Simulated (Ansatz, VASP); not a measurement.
## Two plane-wave programs on HgTe

```xyz
2
Lattice="0.0000 3.2183 3.2183 3.2183 0.0000 3.2183 3.2183 3.2183 0.0000" Properties=species:S:1:pos:R:3 pbc="T T T"
Hg    0.0000    0.0000    0.0000
Te    1.6092    1.6092    1.6092
```

Change from the starting cell: volume scaled by 0.94, PAW files.

Alike in both runs: task single point; functional r2SCAN; k mesh 12 × 12 × 12; occupations fermi-dirac, width 0.08 eV; no spin polarisation.

```csv
,VASP,Ansatz
version,VASP 6.6.1,Ansatz 0.2.0
potentials or method,"VASP PAW PBE potentials, release 64 (Hg, Te)","PAW with Ansatz's default frozen-core files, scalar-relativistic"
plane-wave cutoff (eV),520,500
valence electrons in the cell,18,36
```

|  | VASP | Ansatz | Ansatz less VASP |
| --- | --- | --- | --- |
| pressure (GPa) | 3.0 | 3.0 | -0.08 |

VASP's potentials were made for PBE, not for r2SCAN. VASP's potentials hold 18 valence electrons a cell and Ansatz's 36, so a difference there can come from the potentials and not from the codes.

Neither program's run includes spin-orbit coupling.
